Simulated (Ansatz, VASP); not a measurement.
# SnO2: VASP beside Ansatz

File POSCAR:

```
SnO2
1.0
    0.0000000000      2.5334669712      2.5334669712
    2.6601403198      0.0000000000      2.5334669712
    2.6601403198      2.5334669712      0.0000000000
Sn O
1 2
Direct
    0.0000000000      0.0000000000      0.0000000000
    0.2500000000      0.2500000000      0.2500000000
    0.7500000000      0.7500000000      0.7500000000
```

The input INCAR.step1:

```
SYSTEM = SnO2
PREC = Accurate ; ENCUT = 520
ISMEAR = -1 ; SIGMA = 0.02
LREAL = .False. ; LASPH = .True.
NELM = 100 ; NBANDS = 20
GGA = PE ; ALGO = Normal
EDIFF = 1E-4 ; LWAVE = .True.
LCHARG = .False.
```

File INCAR.step2:

```
SYSTEM = SnO2
PREC = Accurate ; ENCUT = 520
EDIFF = 1E-6 ; ISMEAR = -1
SIGMA = 0.02 ; LREAL = .False.
LASPH = .True. ; NELM = 100
ALGO = Normal ; ISIF = 2
LWAVE = .False. ; LCHARG = .False.
METAGGA = R2SCAN ; LMIXTAU = .True.
NBANDS = 20 ; ISTART = 1
```

The input KPOINTS:

```
Automatic mesh
0
Gamma
  8 8 8
  0 0 0
```

Input for Ansatz:

```yaml
crystal:
  lattice:
    - [0.0, 2.5334669712, 2.5334669712]
    - [2.6601403198, 0.0, 2.5334669712]
    - [2.6601403198, 2.5334669712, 0.0]
  atoms:
    - { symbol: Sn, position: [0.0, 0.0, 0.0] }
    - { symbol: O, position: [0.25, 0.25, 0.25] }
    - { symbol: O, position: [0.75, 0.75, 0.75] }
kpoints:
  mp_grid: { grid: [8, 8, 8] }
  band_path:
    path:
      - [0.0, 0.0, 0.0]
      - [0.5, 0.0, 0.5]
      - [0.625, 0.25, 0.625]
      - [0.375, 0.375, 0.75]
      - [0.5, 0.5, 0.5]
      - [0.5, 0.25, 0.75]
    npoints: 1
hamiltonian:
  xc: r2scan
scf:
  occupations: { method: fermi_dirac, width: 0.02 }
  n_extra_bands: 4
output:
  forces: true
  stress: true
  eigenvalues: true
```

Change from the starting cell: uniaxial_x strain +5.0%.

Alike in both runs: task single point; functional r2SCAN; k mesh 8 × 8 × 8; occupations fermi-dirac, width 0.02 eV; no spin polarisation.

|  | VASP | Ansatz |
| --- | --- | --- |
| version | VASP 6.6.1 | Ansatz 0.2.0 |
| potentials or method | VASP PAW PBE potentials, release 64 (Sn_d, O) | plane waves, PAW |
| plane-wave cutoff (eV) | 520 | 500 |
| valence electrons in the cell | 26 | 26 |

```csv
,VASP,Ansatz,Ansatz less VASP
pressure (GPa),-8.5,-9.6,-1.09
"traceless stress, the component that is largest in VASP (GPa)",-14.81,-14.83,-0.021
```

VASP's potentials were made for PBE, not for r2SCAN. With one functional, cell and mesh, what is left measures potentials, basis and numerics.
